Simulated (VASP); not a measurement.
Write the native input for VASP 6.6.1 that does the following.

| Property | Result |
| --- | --- |
| Task | single point |
| Functional | revPBE |
| Dispersion | D4 |
| Potentials or basis | VASP PAW PBE potentials, release 64 (Zr_sv) |
| Cutoff | 520 eV |
| k mesh | 9 × 9 × 5 |
| Occupations | fermi-dirac, width 0.05 eV |
| Spin | no spin polarisation |
| Dipole correction | no |
| Further INCAR settings | ALGO = Normal; EDIFF = 1e-06; NBANDS = 19 |

The structure of Zr lies in POSCAR:

```
Zr
1.0
    3.2241550077      0.0000000000      0.0000000000
   -1.6120775039      2.7922001424      0.0000000000
    0.0000000000      0.0000000000      5.1770759691
Zr
2
Direct
    0.6666666667      0.3333333333      0.7500000000
    0.3333333333      0.6666666667      0.2500000000
```

One way to write it, as run:

INCAR

```
SYSTEM = Zr
PREC = Accurate ; ENCUT = 520
EDIFF = 1E-6 ; ISMEAR = -1
SIGMA = 0.05 ; LREAL = .FALSE.
LASPH = .TRUE. ; NELM = 100
ALGO = Normal ; ISIF = 2
LWAVE = .FALSE. ; LCHARG = .FALSE.
GGA = RE ; IVDW = 13
NBANDS = 19
```

KPOINTS

```
regular mesh
0
G
  9 9 5
  0 0 0
```

Potentials or basis: VASP PAW PBE potentials, release 64 (Zr_sv).

Command:

```bash
$ cat potpaw_PBE.64/Zr_sv/POTCAR > POTCAR
$ mpirun -np 1 vasp_std > vasp.out
```

It gave:

```json
{"Pressure": "0.0 GPa", "Band gap on the k mesh": "zero (bands 12 and 13 overlap by 1.15 eV)", "Dispersion energy per atom": "-0.278 eV"}
```

Caveat: the PAW data sets were made with another functional, which shifts forces and pressure a little.

It took 29 s on 1 thread of Intel Xeon 8259CL (shared host), peak memory 0.17 GiB.
